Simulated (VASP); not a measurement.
# Rh in VASP: single point with LDA

Aim: the single point of Rh with LDA.

Program: VASP 6.6.1. These are calculated values, not measurements. Logs are shortened: lines on timing, memory, paths and dates and some standing lists are left out, and cuts for length are marked.

## (1) The cell of the first run

The cell holds a slab with vacuum, 2 atoms: a = 2.659 Å, b = 2.659 Å, c = 18.171 Å, α = 90.00°, β = 90.00°, γ = 109.47°.

## (2) Single point, LDA

INCAR

```
SYSTEM = Rh
  ALGO = Normal
  DIPOL = 0.5 0.5 0.500
  EDIFF = 1E-7
  ENCUT = 520
  GGA = CA
  IDIPOL = 3
  ISIF = 2
  ISMEAR = -1
  LASPH = .True.
  LCHARG = .False.
  LDIPOL = .True.
  LREAL = .False.
  LWAVE = .False.
  NBANDS = 22
  NELM = 60
  PREC = Accurate
  SIGMA = 0.05
```

KPOINTS

```
k-points
0
Gamma
  13 13 1
  0 0 0
```

POSCAR

```
Rh
1.0
    2.6588071601      0.0000000000      0.0000000000
   -0.8862690534      2.5067474304      0.0000000000
    0.0000000000      0.0000000000     18.1709000000
Rh
2
Direct
    0.2500000000      0.2500000000      0.4435143558
    0.7500000000      0.7500000000      0.5564856442
```

Potentials or basis: VASP PAW LDA potentials, release 64 (Rh_pv).

Launch:

```bash
> cat potpaw_LDA.64/Rh_pv/POTCAR > POTCAR
> mpirun -np 1 vasp_std > vasp.out
```

OUTCAR:

```text
SYSTEM = Rh
   EDIFF = 1E-7
   ENCUT = 520
   GGA = CA
   ISIF = 2
   ISMEAR = -1
   LASPH = .True.
   LREAL = .False.
   NELM = 60
   PREC = Accurate

 ion  position               nearest neighbor table
   1  0.250  0.250  0.444-   2 2.56   2 2.56   2 2.99   2 2.99
   2  0.750  0.750  0.556-   1 2.56   1 2.56   1 2.99   1 2.99

  LATTYP: Found a base centered orthorhombic cell.
 ALAT       =     3.0701260592
 B/A-ratio  =     1.4142135624
 C/A-ratio  =     5.9186169068

  Lattice vectors:

 A1 = (   2.6588071601,   0.0000000000,   0.0000000000)
 A2 = (  -0.8862690534,   2.5067474304,   0.0000000000)
 A3 = (   0.0000000000,   0.0000000000,  18.1709000000)

Analysis of symmetry for initial positions (statically):
=====================================================================
 Subroutine PRICEL returns:
 Original cell was already a primitive cell.

 Routine SETGRP: Setting up the symmetry group for a
 base centered orthorhombic supercell.

 Subroutine GETGRP returns: Found  8 space group operations
 (whereof  4 operations were pure point group operations)
 out of a pool of  8 trial point group operations.

The static configuration has the point symmetry C_2h.
 The point group associated with its full space group is D_2h.

Analysis of symmetry for dynamics (positions and initial velocities):
=====================================================================
 Subroutine PRICEL returns:
 Original cell was already a primitive cell.

 Routine SETGRP: Setting up the symmetry group for a
 base centered orthorhombic supercell.

 Subroutine GETGRP returns: Found  8 space group operations
 (whereof  4 operations were pure point group operations)
 out of a pool of  8 trial point group operations.

The dynamic configuration has the point symmetry C_2h.
 The point group associated with its full space group is D_2h.

 Subroutine INISYM returns: Found  8 space group operations
 (whereof  4 operations are pure point group operations),
 and found     1 'primitive' translations

----------------------------------------------------------------------------------------

                                     Primitive cell

  volume of cell :     121.1083

  direct lattice vectors                    reciprocal lattice vectors
     2.658807160  0.000000000  0.000000000     0.376108510  0.132974439  0.000000000
    -0.886269053  2.506747430  0.000000000     0.000000000  0.398923317  0.000000000
     0.000000000  0.000000000 18.170900000     0.000000000  0.000000000  0.055033047

  length of vectors
     2.658807160  2.658807160 18.170900000     0.398923317  0.398923317  0.055033047

  position of ions in fractional coordinates (direct lattice)
     0.250000000  0.250000000  0.443514356
     0.750000000  0.750000000  0.556485644

  ion indices of the primitive-cell ions
   primitive index   ion index
                 1           1
                 2           2

----------------------------------------------------------------------------------------

 KPOINTS: k-points

Automatic generation of k-mesh.
 Grid dimensions read from file:
 generate k-points for:   13   13    1

 Generating k-lattice:

  Cartesian coordinates                     Fractional coordinates (reciprocal lattice)
     0.028931424  0.010228803  0.000000000     0.076923077  0.000000000  0.000000000
     0.000000000  0.030686409  0.000000000     0.000000000  0.076923077  0.000000000
     0.000000000  0.000000000  0.055033047     0.000000000  0.000000000  1.000000000

  Length of vectors
     0.030686409  0.030686409  0.055033047

  Shift w.r.t. Gamma in fractional coordinates (k-lattice)
     0.000000000  0.000000000  0.000000000

 Subroutine IBZKPT returns following result:
 ===========================================

 Found     49 irreducible k-points:

 Following reciprocal coordinates:
            Coordinates               Weight
  0.000000  0.000000  0.000000      1.000000
  0.076923 -0.000000  0.000000      4.000000
  0.153846  0.000000  0.000000      4.000000
  0.230769  0.000000  0.000000      4.000000
  0.307692  0.000000  0.000000      4.000000
  0.384615 -0.000000  0.000000      4.000000
[... 16 lines left out ...]
  0.384615  0.153846  0.000000      4.000000
  0.461538  0.153846  0.000000      4.000000
 [... further k-points ...]
   k-points           NKPTS =     49   k-points in BZ     NKDIM =     49   number of bands    NBANDS=     22
   number of dos      NEDOS =    301   number of ions     NIONS =      2
   total plane-waves  NPLWV =  56000
   dimension x,y,z NGX =    20 NGY =   20 NGZ =  140
   dimension x,y,z NGXF=    40 NGYF=   40 NGZF=  280
   ions per type =               2
   NGX,Y,Z   is equivalent  to a cutoff of  12.51, 12.51, 12.81 a.u.
   NGXF,Y,Z  is equivalent  to a cutoff of  25.01, 25.01, 25.62 a.u.
 SYSTEM =  Rh
   PREC   = accura    normal or accurate (medium, high low for compatibility)
   ISTART =      0    job   : 0-new  1-cont  2-samecut
   ICHARG =      2    charge: 1-file 2-atom 10-const
   ISPIN  =      1    spin polarized calculation?
   LNONCOLLINEAR =      F non collinear calculations
   LSORBIT =      F    spin-orbit coupling
   LASPH  =      T    aspherical Exc in radial PAW
   ENCUT  =  520.0 eV  38.22 Ry    6.18 a.u.   4.94  4.94 33.79*2*pi/ulx,y,z
   NELM   =     60;   NELMIN=  2; NELMDL= -5     # of ELM steps
   EDIFF  = 0.1E-06   stopping-criterion for ELM
   LREAL  =      F    real-space projection
   EDIFFG = 0.1E-05   stopping-criterion for IOM
   NSW    =      0    number of steps for IOM
   IBRION =     -1    ionic relax: 0-MD 1-quasi-New 2-CG
   NFREE  =      0    steps in history (QN), initial steepest desc. (CG)
   ISIF   =      2    stress and relaxation
   ISYM   =      2    0-nonsym 1-usesym 2-fastsym
   POTIM  = 0.5000    time-step for ionic-motion
   TEBEG  =    0.0;   TEEND  =   0.0 temperature during run
   PSTRESS=    0.0 pullay stress
   NELECT =      30.0000    total number of electrons
   NUPDOWN=      -1.0000    fix difference up-down
   EMIN   =  10.00;   EMAX   =-10.00  energy-range for DOS
   EFERMI =   0.00;   METHOD = LEGACY
   ISMEAR =    -1;   SIGMA  =   0.05  broadening in eV -4-tet -1-fermi 0-gaus
   EFERMI_NEDOS =   21; number of points for ismear=-14 and -15
   IALGO  =     38    algorithm
   IMIX   =      4    mixing-type and parameters
     AMIX     =   0.40;   BMIX     =  1.00
     AMIX_MAG =   1.60;   BMIX_MAG =  1.00
  volume/ion in A,a.u.               =      60.55       408.64
  Fermi-wavevector in a.u.,A,eV,Ry     =   1.028152  1.942925 14.382670  1.057096
  Thomas-Fermi vector in A             =   2.162134
   LORBIT       =      0    0 simple, 1 ext, 2 COOP (PROOUT), +10 PAW based schemes
   GGA     = CA    functional components
   LHFCALC =     F    Hartree Fock is set to
   AEXX    =    0.0000 exact exchange contribution
   IVDW    =     0    specifies the selected vdW correction
   LEPSILON=     F    determine dielectric tensor
   LRPA    =     F    only Hartree local field effects (RPA)
 non-spin polarized calculation
  energy-cutoff  :      520.00
  volume of cell :      121.11
 maximum number of plane-waves:      3302
   NGX =  9   NGY =  9   NGZ = 67

 number of electron      29.9999991 magnetization

 dipolmoment           0.000000      0.000000      0.000000 electrons x Angstroem

 Free energy of the ion-electron system (eV)
  ---------------------------------------------------
  ext. energy  EPLUGINS =         0.00000000
  ---------------------------------------------------
  free energy    TOTEN  =       -14.55349843 eV

  energy without entropy =      -14.50789921  energy(sigma->0) =      -14.53069882

 E-fermi :  -1.6019     XC(G=0):  -4.3843

 val. band max:       -1.6138134828   @ k =   0.4615   0.3846   0.0000
 cond. band min:      -1.5999082564   @ k =  -0.4615   0.3846   0.0000
 fundamental gap:      0.0139052264
 Fermi energy:        -1.6018579481

 k-point     1 :       0.0000    0.0000    0.0000
  band No.  band energies     occupation
      1     -47.7374      2.00000
      2     -47.4649      2.00000
      3     -47.3040      2.00000
      4     -47.2942      2.00000
      5     -47.2297      2.00000
      6     -47.2278      2.00000
[... 14 lines left out ...]
     21       3.8153      0.00000
     22       5.1281      0.00000

 k-point     2 :       0.0769   -0.0000    0.0000
  band No.  band energies     occupation
      1     -47.7323      2.00000
      2     -47.4844      2.00000
      3     -47.3077      2.00000
      4     -47.2989      2.00000
      5     -47.2427      2.00000
      6     -47.2422      2.00000
[... 14 lines left out ...]
     21       3.9712      0.00000
     22       5.2939      0.00000

 k-point     3 :       0.1538    0.0000    0.0000
  band No.  band energies     occupation
      1     -47.7201      2.00000
      2     -47.5396      2.00000
      3     -47.3612      2.00000
      4     -47.2899      2.00000
      5     -47.2760      2.00000
      6     -47.2596      2.00000
[... 14 lines left out ...]
     21       4.4345      0.00000
     22       5.7878      0.00000

 k-point     4 :       0.2308    0.0000    0.0000
  band No.  band energies     occupation
      1     -47.7130      2.00000
      2     -47.6219      2.00000
      3     -47.4388      2.00000
      4     -47.3202      2.00000
      5     -47.2774      2.00000
      6     -47.2678      2.00000
[... 14 lines left out ...]
     21       5.1893      0.00000
     22       6.5900      0.00000

 k-point     5 :       0.3077    0.0000    0.0000
  band No.  band energies     occupation
      1     -47.7356      2.00000
      2     -47.7136      2.00000
      3     -47.4888      2.00000
      4     -47.3585      2.00000
      5     -47.2723      2.00000
      6     -47.2722      2.00000
[... 417 lines left out ...]
 k-point    22 :       0.3077    0.1538    0.0000
  band No.  band energies     occupation
      1     -47.7431      2.00000
      2     -47.7269      2.00000
      3     -47.4643      2.00000
      4     -47.4547      2.00000
      5     -47.3417      2.00000
      6     -47.3125      2.00000
[... 14 lines left out ...]
     21       7.5392      0.00000
     22       7.8048      0.00000

 k-point    23 :       0.3846    0.1538    0.0000
  band No.  band energies     occupation
      1     -47.7879      2.00000
      2     -47.7817      2.00000
      3     -47.4937      2.00000
      4     -47.4592      2.00000
      5     -47.3274      2.00000
      6     -47.3272      2.00000
[... 14 lines left out ...]
     21       8.1978      0.00000
     22       8.5752      0.00000

 k-point    24 :       0.4615    0.1538    0.0000
  band No.  band energies     occupation
      1     -47.8141      2.00000
      2     -47.8079      2.00000
      3     -47.5155      2.00000
      4     -47.4455      2.00000
      5     -47.3396      2.00000
      6     -47.3118      2.00000
[... 14 lines left out ...]
     21       8.6377      0.00000
     22       8.9347      0.00000

 [... further k-points ...]

------------------------ aborting loop because EDIFF is reached ----------------------------------------

 vacuum level on the upper side and lower side of the slab       (xc-potential included)        -0.090        -0.090

  FORCE on cell =-STRESS in cart. coord.  units (eV):
  Direction    XX          YY          ZZ          XY          YZ          ZX
  --------------------------------------------------------------------------------------
  -------------------------------------------------------------------------------------
  Total       -4.3716319     -5.0420435     -1.4198375     -0.9481052     -0.0000000      0.0000000
  in kB      -57.8336118    -66.7026850    -18.7834496    -12.5427636     -0.0000000      0.0000000
  external PRESSURE =     -47.7732488 kB  Pullay stress =       0.0000000 kB

 VOLUME and BASIS-vectors are now :
 -----------------------------------------------------------------------------
  energy-cutoff  :      520.00
  volume of cell :      121.11
      direct lattice vectors                 reciprocal lattice vectors
     2.658807160  0.000000000  0.000000000     0.376108510  0.132974439  0.000000000
    -0.886269053  2.506747430  0.000000000     0.000000000  0.398923317  0.000000000
     0.000000000  0.000000000 18.170900000     0.000000000  0.000000000  0.055033047

 POSITION                                       TOTAL-FORCE (eV/Angst)
 -----------------------------------------------------------------------------------
      0.44313      0.62669      8.05906        -0.000000     -0.000000      0.684893
      1.32940      1.88006     10.11184         0.000000      0.000000     -0.684893
 -----------------------------------------------------------------------------------
    total drift:                               -0.000000      0.000000      0.000000

  FREE ENERGIE OF THE ION-ELECTRON SYSTEM (eV)
  ---------------------------------------------------
  free  energy   TOTEN  =       -14.5534984315 eV

  energy  without entropy=      -14.5078992139  energy(sigma->0) =      -14.53069882

 vacuum level on the upper side and lower side of the slab         3.851         3.851
```

Run time: 70 s. Hardware: 1 thread of Intel Xeon 6975P-C (Granite Rapids), shared host; peak memory 0.24 GiB.

What came out:

- Free energy: -14.5535 eV
- Largest force: 0.685 eV/Å
- Band gap on the k mesh: zero (band 15 reaches -0.50 eV, above the bottom of band 16 at -2.44 eV)

Forces on the atoms (eV/Å):
```
Rh   0.000  0.000  0.685
Rh   0.000  0.000 -0.685
```
